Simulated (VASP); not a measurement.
Wanted: the native input for a VASP 6.6.1 run.

| Item | Value |
| --- | --- |
| Task | single point |
| Functional | PBE |
| Potentials or basis | VASP PAW PBE potentials, release 64 (Ag) |
| Cutoff | 500 eV |
| k mesh | 11 × 11 × 11 |
| Occupations | gaussian, width 0.05 eV |
| Spin | no spin polarisation |
| Dipole correction | no |
| Further INCAR settings | ALGO = Normal; EDIFF = 1e-06; NBANDS = 12 |

The structure of Ag lies in POSCAR:

```
Ag
1.0
   -1.5187268195      1.5187268195      1.5187268195
    1.5187268195     -1.5187268195      1.5187268195
    1.5187268195      1.5187268195     -1.5187268195
Ag
1
Direct
    0.0000000000      0.0000000000      0.0000000000
```

This isn't the form of Ag at room conditions, which is fcc.

The input as run:

INCAR

```
PREC     = Accurate       # precision mode
ENCUT    = 500            # plane-wave cutoff, eV
EDIFF    = 1E-6           # SCF threshold, eV
ISMEAR   = 0              # smearing method
SIGMA    = 0.05           # smearing width, eV
LREAL    = F              # projectors in reciprocal space
LASPH    = T              # aspherical terms in the spheres
NELM     = 120            # most SCF steps
ALGO     = Normal         # electronic algorithm
ISIF     = 2              # what is computed and relaxed
LWAVE    = F              # write WAVECAR
LCHARG   = T              # write CHGCAR
GGA      = PE             # functional
LELF     = T              # ELF
LVHAR    = T            
NBANDS   = 12             # bands
GGA_COMPAT= F
```

KPOINTS

```
Automatic mesh
0
Gamma
  11 11 11
```

Potentials or basis: VASP PAW PBE potentials, release 64 (Ag).

Launch:

```bash
$ cat potpaw_PBE.64/Ag/POTCAR > POTCAR
$ mpirun -np 1 vasp_std > vasp.out
```

Results of the run:

```json
{"Pressure": "44.5 GPa", "Band gap on the k mesh": "zero (an odd number of electrons rules out a gap without spin polarisation)"}
```

Caveat: the cell stands under pressure.

It took 6.6 s on 1 thread of AMD EPYC 7R13 Processor (Zen 3), with other jobs on the host, peak memory 0.1 GiB.
